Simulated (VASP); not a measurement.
Wanted: the native input for a VASP 6.6.1 run.

```
Task                               : single point
Functional                         : B3LYP
Potentials or basis                : VASP PAW PBE potentials, release 64 (Sr_sv, O)
Cutoff                             : 520 eV
k mesh                             : 4 × 4 × 4
Occupations                        : gaussian, width 0.01 eV
Spin                               : no spin polarisation
Dipole correction                  : no
Grid for exact exchange (PRECFOCK) : Normal
Further INCAR settings             : ALGO = Normal; EDIFF = 1e-06; NBANDS = 15
```

SrO:

```
Sr O
1.0
     0.00000    2.56630    2.56630
     2.56630    0.00000    2.56630
     2.56630    2.56630    0.00000
Sr O
1 1
Cartesian
  2.5663 2.5663 2.5663
  0.0000 0.0000 0.0000
```

One way to write it, as run:

POSCAR

```
SrO
1.0
    0.0000000000      2.5663000000      2.5663000000
    2.5663000000      0.0000000000      2.5663000000
    2.5663000000      2.5663000000      0.0000000000
Sr O
1 1
Direct
    0.5000000000      0.5000000000      0.5000000000
    0.0000000000      0.0000000000      0.0000000000
```

INCAR.step1

```
  PREC = Accurate
  ENCUT = 520
  EDIFF = 1E-5
  ISMEAR = 0
  SIGMA = 0.01
  LREAL = False
  LASPH = True
  NELM = 120
  ALGO = Normal
  ISIF = 2
  LWAVE = True
  GGA = PE
  NBANDS = 15
  GGA_COMPAT = False
```

INCAR.step2

```
  PREC = Accurate
  ENCUT = 520
  EDIFF = 1E-6
  ISMEAR = 0
  SIGMA = 0.01
  LREAL = False
  LASPH = True
  NELM = 120
  ALGO = Normal
  ISIF = 2
  LWAVE = False
  LCHARG = True
  GGA = B3
  LHFCALC = True
  AEXX = 0.2
  AGGAX = 0.72
  AGGAC = 0.81
  ALDAC = 0.19
  PRECFOCK = Normal
  LELF = True
  LVHAR = True
  ISTART = 1
  NBANDS = 15
  GGA_COMPAT = False
```

KPOINTS

```
regular mesh
0
Gamma
  4 4 4
```

Potentials or basis: VASP PAW PBE potentials, release 64 (Sr_sv, O).

Command:

```sh
$ cat potpaw_PBE.64/Sr_sv/POTCAR potpaw_PBE.64/O/POTCAR > POTCAR
$ cp INCAR.step1 INCAR
$ mpirun -np 1 vasp_std > vasp.out
$ cp INCAR.step2 INCAR
$ mpirun -np 1 vasp_std > vasp.out
```

Results of the run:

```yaml
Pressure: 4.3 GPa
Band_gap_on_the_k_mesh: 5.18 eV, indirect (least direct gap 5.27 eV)
```

Caveat: the k points lie up to 0.53 Å⁻¹ apart; the PAW data sets were made with another functional, which shifts forces and pressure a little.

Wall time 12 min on 1 thread of AMD EPYC 7R13 Processor (Zen 3), with other jobs on the host, peak memory 0.14 GiB.
